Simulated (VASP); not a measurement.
Input of a VASP 6.6.1 run:

Contents of INCAR:

```
  PREC = Accurate
  ENCUT = 520
  EDIFF = 1E-6
  ISMEAR = -1
  SIGMA = 0.02
  LREAL = F
  LASPH = T
  NELM = 60
  ALGO = Normal
  ISIF = 2
  LWAVE = F
  LCHARG = F
  LDIPOL = T
  IDIPOL = 3
  DIPOL = 0.5 0.5 0.500
  GGA = PS
  NBANDS = 21
```

Contents of KPOINTS:

```
Automatic mesh
0
Gamma
  7 5 1
```

File POSCAR:

```
Si
1.0
    3.8424174388      0.0000000000      0.0000000000
    0.0000000000      5.4339988542      0.0000000000
    0.0000000000      0.0000000000     19.8424000000
Si
6
Direct
    0.7500000000      0.1162686434      0.4071917940
    0.2500000000      0.8837313566      0.4071917940
    0.2500000000      0.6227057039      0.5000000019
    0.7500000000      0.3772942961      0.5000000019
    0.7500000000      0.1162686382      0.5928082041
    0.2500000000      0.8837313618      0.5928082041
```

Potentials or basis: VASP PAW PBE potentials, release 64 (Si).

Launch:

```bash
$ cat potpaw_PBE.64/Si/POTCAR > POTCAR
$ mpirun -np 1 vasp_std > vasp.out
```

**Question.** Predict the largest force.

**Answer.** 0.009 eV/Å.

**Question.** Estimate the band gap on the k mesh.

**Answer.** Zero (band 12 reaches -1.61 eV, above the bottom of band 13 at -1.89 eV).

Forces on the atoms (eV/Å):
```
Si   0.000  0.003 -0.008
Si   0.000 -0.003 -0.008
Si   0.000 -0.001  0.000
Si   0.000  0.001  0.000
Si   0.000  0.003  0.008
Si   0.000 -0.003  0.008
```

Caveat: the PAW data sets were made with another functional, which shifts forces and pressure a little.
